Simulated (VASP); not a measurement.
# Hf2C (R-3m) in VASP: single point with PBEsol

Aim: the single point of Hf2C with PBEsol.

Program: VASP 6.6.1. These are calculated values, not measurements. Logs are shortened: lines on timing, memory, paths and dates and some standing lists are left out, and cuts for length are marked.

**1. The cell of the first run**

Symmetry: R-3m, No. 166, trigonal system. The conventional cell has a = 3.256 Å, b = 3.256 Å, c = 15.617 Å, α = 90.00°, β = 90.00°, γ = 120.00°. Within 3.4 Å of Hf (site symmetry 3m) lie 3 C at 2.25 Å and 12 Hf at 3.11 to 3.31 Å. C (site symmetry -3m) has 6 Hf at 2.25 Å within 3.0 Å.

**2. Single point, PBEsol**

Input file INCAR:

```
SYSTEM = Hf2C
ALGO = Normal ; EDIFF = 1E-6
ENCUT = 520 ; GGA = PS
ISIF = 2 ; ISMEAR = 0
LASPH = .TRUE. ; LCHARG = .FALSE.
LREAL = .FALSE. ; LWAVE = .FALSE.
NBANDS = 19 ; NELM = 80
PREC = Accurate ; SIGMA = 0.1
```

Input file KPOINTS:

```
k-points
0
G
  18 18 18
  0 0 0
```

Input file POSCAR:

```
Hf2C
1.0
    1.6277691304      0.9397929457      5.2057660546
   -1.6277691304      0.9397929457      5.2057660546
    0.0000000000     -1.8795858913      5.2057660546
Hf C
2 1
Direct
    0.2461363901      0.2461363901      0.2461363901
    0.7538636099      0.7538636099      0.7538636099
    0.5000000000      0.5000000000      0.5000000000
```

Potentials or basis: VASP PAW PBE potentials, release 64 (Hf_pv, C).

The run is started by

```console
$ cat potpaw_PBE.64/Hf_pv/POTCAR potpaw_PBE.64/C/POTCAR > POTCAR
$ mpirun -np 1 vasp_std > vasp.out
```

OUTCAR:

```text
SYSTEM = Hf2C
   EDIFF = 1E-6
   ENCUT = 520
   GGA = PS
   ISIF = 2
   ISMEAR = 0
   LASPH = .TRUE.
   LREAL = .FALSE.
   NELM = 80
   PREC = Accurate

 ion  position               nearest neighbor table
   1  0.246  0.246  0.246-   3 2.25   3 2.25   3 2.25   2 3.11   2 3.11   2 3.11   2 3.31   2 3.31
                             2 3.31
   2  0.754  0.754  0.754-   3 2.25   3 2.25   3 2.25   1 3.11   1 3.11   1 3.11   1 3.31   1 3.31
                             1 3.31
   3  0.500  0.500  0.500-   1 2.25   1 2.25   2 2.25   2 2.25   1 2.25   2 2.25

  LATTYP: Found a trigonal (rhomboedric) cell.
 ALAT       =     5.5346945117
 COS(alpha) =     0.8270070909

  Lattice vectors:

 A1 = (   1.6277691304,   0.9397929457,   5.2057660546)
 A2 = (  -1.6277691304,   0.9397929457,   5.2057660546)
 A3 = (   0.0000000000,  -1.8795858913,   5.2057660546)

Analysis of symmetry for initial positions (statically):
=====================================================================
 Subroutine PRICEL returns:
 Original cell was already a primitive cell.

 Routine SETGRP: Setting up the symmetry group for a
 trigonal (rhombohedral) supercell.

 Subroutine GETGRP returns: Found 12 space group operations
 (whereof 12 operations were pure point group operations)
 out of a pool of 12 trial point group operations.

The static configuration has the point symmetry D_3d.

Analysis of symmetry for dynamics (positions and initial velocities):
=====================================================================
 Subroutine PRICEL returns:
 Original cell was already a primitive cell.

 Routine SETGRP: Setting up the symmetry group for a
 trigonal (rhombohedral) supercell.

 Subroutine GETGRP returns: Found 12 space group operations
 (whereof 12 operations were pure point group operations)
 out of a pool of 12 trial point group operations.

The dynamic configuration has the point symmetry D_3d.

 Subroutine INISYM returns: Found 12 space group operations
 (whereof 12 operations are pure point group operations),
 and found     1 'primitive' translations

----------------------------------------------------------------------------------------

                                     Primitive cell

  volume of cell :      47.7816

  direct lattice vectors                    reciprocal lattice vectors
     1.627769130  0.939792946  5.205766055     0.307168867  0.177344028  0.064031562
    -1.627769130  0.939792946  5.205766055    -0.307168867  0.177344028  0.064031562
     0.000000000 -1.879585891  5.205766055     0.000000000 -0.354688056  0.064031562

  length of vectors
     5.534694512  5.534694512  5.534694512     0.360421501  0.360421501  0.360421501

  position of ions in fractional coordinates (direct lattice)
     0.246136390  0.246136390  0.246136390
     0.753863610  0.753863610  0.753863610
     0.500000000  0.500000000  0.500000000

  ion indices of the primitive-cell ions
   primitive index   ion index
                 1           1
                 2           2
                 3           3

----------------------------------------------------------------------------------------

 KPOINTS: k-points

Automatic generation of k-mesh.
 Grid dimensions read from file:
 generate k-points for:   18   18   18

 Generating k-lattice:

  Cartesian coordinates                     Fractional coordinates (reciprocal lattice)
     0.017064937  0.009852446  0.003557309     0.055555556  0.000000000  0.000000000
    -0.017064937  0.009852446  0.003557309     0.000000000  0.055555556  0.000000000
     0.000000000 -0.019704892  0.003557309     0.000000000  0.000000000  0.055555556

  Length of vectors
     0.020023417  0.020023417  0.020023417

  Shift w.r.t. Gamma in fractional coordinates (k-lattice)
     0.000000000  0.000000000  0.000000000

 Subroutine IBZKPT returns following result:
 ===========================================

 Found    580 irreducible k-points:

 Following reciprocal coordinates:
            Coordinates               Weight
  0.000000  0.000000  0.000000      1.000000
  0.055556  0.000000 -0.000000      6.000000
  0.111111  0.000000 -0.000000      6.000000
  0.166667 -0.000000  0.000000      6.000000
  0.222222 -0.000000  0.000000      6.000000
  0.277778 -0.000000  0.000000      6.000000
[... 16 lines left out ...]
 -0.277778  0.055556  0.000000     12.000000
 -0.222222  0.055556  0.000000     12.000000
 [... further k-points ...]
   k-points           NKPTS =    580   k-points in BZ     NKDIM =    580   number of bands    NBANDS=     19
   number of dos      NEDOS =    301   number of ions     NIONS =      3
   total plane-waves  NPLWV =  74088
   dimension x,y,z NGX =    42 NGY =   42 NGZ =   42
   dimension x,y,z NGXF=    84 NGYF=   84 NGZF=   84
   ions per type =               2   1
   NGX,Y,Z   is equivalent  to a cutoff of  12.62, 12.62, 12.62 a.u.
   NGXF,Y,Z  is equivalent  to a cutoff of  25.23, 25.23, 25.23 a.u.
 SYSTEM =  Hf2C
   PREC   = accura    normal or accurate (medium, high low for compatibility)
   ISTART =      0    job   : 0-new  1-cont  2-samecut
   ICHARG =      2    charge: 1-file 2-atom 10-const
   ISPIN  =      1    spin polarized calculation?
   LNONCOLLINEAR =      F non collinear calculations
   LSORBIT =      F    spin-orbit coupling
   LASPH  =      T    aspherical Exc in radial PAW
   ENCUT  =  520.0 eV  38.22 Ry    6.18 a.u.  10.29 10.29 10.29*2*pi/ulx,y,z
   NELM   =     80;   NELMIN=  2; NELMDL= -5     # of ELM steps
   EDIFF  = 0.1E-05   stopping-criterion for ELM
   LREAL  =      F    real-space projection
[... 7 lines left out ...]
   TEBEG  =    0.0;   TEEND  =   0.0 temperature during run
   PSTRESS=    0.0 pullay stress
   NELECT =      24.0000    total number of electrons
   NUPDOWN=      -1.0000    fix difference up-down
   EMIN   =  10.00;   EMAX   =-10.00  energy-range for DOS
   EFERMI =   0.00;   METHOD = LEGACY
   ISMEAR =     0;   SIGMA  =   0.10  broadening in eV -4-tet -1-fermi 0-gaus
   EFERMI_NEDOS =   21; number of points for ismear=-14 and -15
   IALGO  =     38    algorithm
   IMIX   =      4    mixing-type and parameters
     AMIX     =   0.40;   BMIX     =  1.00
     AMIX_MAG =   1.60;   BMIX_MAG =  1.00
  volume/ion in A,a.u.               =      15.93       107.48
  Fermi-wavevector in a.u.,A,eV,Ry     =   1.301343  2.459181 23.041362  1.693492
  Thomas-Fermi vector in A             =   2.432482
   LORBIT       =      0    0 simple, 1 ext, 2 COOP (PROOUT), +10 PAW based schemes
   GGA     = PS    functional components
   LHFCALC =     F    Hartree Fock is set to
   AEXX    =    0.0000 exact exchange contribution
   IVDW    =     0    specifies the selected vdW correction
   LEPSILON=     F    determine dielectric tensor
   LRPA    =     F    only Hartree local field effects (RPA)
 non-spin polarized calculation
 Gauss-broadening in eV      SIGMA  =   0.10
  energy-cutoff  :      520.00
  volume of cell :       47.78
 maximum number of plane-waves:      1306
 NGX is ok and might be reduce to    42
   NGX = 21   NGY = 21   NGZ = 21

 number of electron      23.9999999 magnetization

 Free energy of the ion-electron system (eV)
  ---------------------------------------------------
  ext. energy  EPLUGINS =         0.00000000
  ---------------------------------------------------
  free energy    TOTEN  =       -32.81635350 eV

  energy without entropy =      -32.80822395  energy(sigma->0) =      -32.81228873

 E-fermi :   5.3247     XC(G=0): -11.8480

 val. band max:        5.3243103814   @ k =  -0.3333   0.3333   0.1667
 cond. band min:       5.3249237171   @ k =   0.5000  -0.0000  -0.0000
 fundamental gap:      0.0006133357
 Fermi energy:         5.3247448496

 k-point     1 :       0.0000    0.0000    0.0000
  band No.  band energies     occupation
      1     -25.3131      2.00000
      2     -24.5942      2.00000
      3     -24.5942      2.00000
      4     -24.5073      2.00000
      5     -24.4922      2.00000
      6     -24.4922      2.00000
[... 11 lines left out ...]
     18      10.3221      0.00000
     19      10.3221      0.00000

 k-point     2 :       0.0556    0.0000   -0.0000
  band No.  band energies     occupation
      1     -25.3052      2.00000
      2     -24.6111      2.00000
      3     -24.5980      2.00000
      4     -24.5105      2.00000
      5     -24.5094      2.00000
      6     -24.4962      2.00000
[... 11 lines left out ...]
     18      10.3231      0.00000
     19      10.3716      0.00000

 k-point     3 :       0.1111    0.0000   -0.0000
  band No.  band energies     occupation
      1     -25.2823      2.00000
      2     -24.6588      2.00000
      3     -24.6088      2.00000
      4     -24.5595      2.00000
      5     -24.5195      2.00000
      6     -24.5074      2.00000
[... 11 lines left out ...]
     18      10.4574      0.00000
     19      10.7855      0.00000

 k-point     4 :       0.1667   -0.0000    0.0000
  band No.  band energies     occupation
      1     -25.2459      2.00000
      2     -24.7304      2.00000
      3     -24.6337      2.00000
      4     -24.6252      2.00000
      5     -24.5364      2.00000
      6     -24.5246      2.00000
[... 11 lines left out ...]
     18      10.4813      0.00000
     19      11.2907      0.00000

 k-point     5 :       0.2222   -0.0000    0.0000
  band No.  band energies     occupation
      1     -25.1994      2.00000
      2     -24.8170      2.00000
      3     -24.7211      2.00000
      4     -24.6452      2.00000
      5     -24.5612      2.00000
      6     -24.5457      2.00000
[... 11 lines left out ...]
     18      10.4256      0.00000
     19      11.8548      0.00000
[... 334 lines left out ...]
      2     -25.0525      2.00000
      3     -24.8943      2.00000
      4     -24.7347      2.00000
      5     -24.6866      2.00000
      6     -24.6115      2.00000
[... 11 lines left out ...]
     18      11.0395      0.00000
     19      11.7619      0.00000

 k-point    22 :      -0.3333    0.0556    0.0000
  band No.  band energies     occupation
      1     -25.0982      2.00000
      2     -25.0176      2.00000
      3     -24.8989      2.00000
      4     -24.7095      2.00000
      5     -24.6546      2.00000
      6     -24.5915      2.00000
[... 11 lines left out ...]
     18      10.6217      0.00000
     19      12.1057      0.00000

 k-point    23 :      -0.2778    0.0556    0.0000
  band No.  band energies     occupation
      1     -25.1277      2.00000
      2     -24.9485      2.00000
      3     -24.8525      2.00000
      4     -24.6869      2.00000
      5     -24.6195      2.00000
      6     -24.5671      2.00000
[... 11 lines left out ...]
     18      10.5305      0.00000
     19      12.2583      0.00000

 k-point    24 :      -0.2222    0.0556    0.0000
  band No.  band energies     occupation
      1     -25.1759      2.00000
      2     -24.8619      2.00000
      3     -24.7779      2.00000
      4     -24.6626      2.00000
      5     -24.5868      2.00000
      6     -24.5429      2.00000
[... 11 lines left out ...]
     18      10.5356      0.00000
     19      12.1668      0.00000

 [... further k-points ...]

------------------------ aborting loop because EDIFF is reached ----------------------------------------

  FORCE on cell =-STRESS in cart. coord.  units (eV):
  Direction    XX          YY          ZZ          XY          YZ          ZX
  --------------------------------------------------------------------------------------
  -------------------------------------------------------------------------------------
  Total       -0.1399330     -0.1399330     -0.1167796      0.0000000     -0.0000000      0.0000000
  in kB       -4.6921293     -4.6921293     -3.9157670      0.0000000     -0.0000000      0.0000000
  external PRESSURE =      -4.4333419 kB  Pullay stress =       0.0000000 kB

 VOLUME and BASIS-vectors are now :
 -----------------------------------------------------------------------------
  energy-cutoff  :      520.00
  volume of cell :       47.78
      direct lattice vectors                 reciprocal lattice vectors
     1.627769130  0.939792946  5.205766055     0.307168867  0.177344028  0.064031562
    -1.627769130  0.939792946  5.205766055    -0.307168867  0.177344028  0.064031562
     0.000000000 -1.879585891  5.205766055     0.000000000 -0.354688056  0.064031562

 POSITION                                       TOTAL-FORCE (eV/Angst)
 -----------------------------------------------------------------------------------
      0.00000      0.00000      3.84399        -0.000000     -0.000000     -0.057695
      0.00000      0.00000     11.77331        -0.000000      0.000000      0.057695
      0.00000      0.00000      7.80865         0.000000     -0.000000      0.000000
 -----------------------------------------------------------------------------------
    total drift:                                0.000000      0.000000      0.000000

  FREE ENERGIE OF THE ION-ELECTRON SYSTEM (eV)
  ---------------------------------------------------
  free  energy   TOTEN  =       -32.8163535045 eV

  energy  without entropy=      -32.8082239544  energy(sigma->0) =      -32.81228873
```

Run time: 23 min. Hardware: 1 thread of Intel Xeon Platinum 8259CL at 2.50GHz (Skylake/Cascade Lake), shared host; peak memory 0.63 GiB.

What came out:

| Item | Value |
| --- | --- |
| Free energy | -32.8164 eV |
| Pressure | -0.4 GPa |
| Largest force | 0.058 eV/Å |
| Band gap on the k mesh | zero (bands 12 and 13 overlap by 1.57 eV) |

Forces on the atoms (eV/Å):
```
Hf   0.000  0.000 -0.058
Hf   0.000  0.000  0.058
C    0.000  0.000  0.000
```

Caveat: the PAW data sets were made with another functional, which shifts forces and pressure a little; spin-orbit coupling is left out, which moves the levels of the heavy elements.
